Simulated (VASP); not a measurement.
Runs of VASP 6.6.1 on Os. The structure is that of space group Pm-3m (No. 221), or close to it. The cells are those of the table. 

```csv
cell,k mesh,gap on the mesh (eV),pressure (GPa)
"a = 2.564 Å, 1 atom",14 × 14 × 14,none,-10.3
"a = 2.531 Å, 1 atom",14 × 14 × 14,none,(a)
"a = 2.531 Å, 1 atom",13 × 13 × 13,none,0.1
"a = 2.597 Å, 1 atom",14 × 14 × 14,none,-18.9
"a = 2.531 Å, 1 atom",20 × 20 × 20,none,0.1
```

Alike in all rows: task single point; level PBEsol; potentials or basis VASP PAW PBE potentials, release 64 (Os); no spin polarisation; cutoff (eV) 520; smearing fermi-dirac 0.1 eV.

Q: Estimate the missing entries.

A: (a) 0.6.

Caveats: the PAW data sets were made with another functional, which shifts forces and pressure a little; spin-orbit coupling is left out, which moves the levels of the heavy elements.

A k mesh can miss the band edges, and the runs leave out spin-orbit coupling on Os.

A gap of «none» marks levels without a gap at the run's occupations.
